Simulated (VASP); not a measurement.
Input of a VASP 6.6.1 run:

INCAR

```
SYSTEM = TiC
PREC = Accurate
ENCUT = 520
EDIFF = 1E-8
ISMEAR = -1
SIGMA = 0.15
LREAL = .FALSE.
LASPH = .TRUE.
NELM = 100
ALGO = Normal
ISIF = 2
LWAVE = .FALSE.
LCHARG = .TRUE.
GGA = CA
IBRION = 8
NSW = 1
```

Contents of KPOINTS:

```
regular mesh
0
G
  18 18 18
  0 0 0
```

File POSCAR:

```
TiC
1.0
    0.0000000000      2.1232055374      2.1232055374
    2.1232055374      0.0000000000      2.1232055374
    2.1232055374      2.1232055374      0.0000000000
Ti C
1 1
Direct
    0.0000000000      0.0000000000      0.0000000000
    0.5000000000      0.5000000000      0.5000000000
```

Potentials or basis: VASP PAW LDA potentials, release 64 (Ti_sv, C).

Launch:

```sh
$ cat potpaw_LDA.64/Ti_sv/POTCAR potpaw_LDA.64/C/POTCAR > POTCAR
$ mpirun -np 1 vasp_std > vasp.out
```

**Question.** Predict the highest phonon frequency at Γ.

**Answer.** 566 cm⁻¹.

Phonon frequencies in cm⁻¹ (negative: imaginary):
```csv
q point,frequencies
"(0.000, 0.000, 0.000)",-1 -1 -1 566 566 566
```

Caveat: the cell stands under pressure or tension, which shifts response properties.
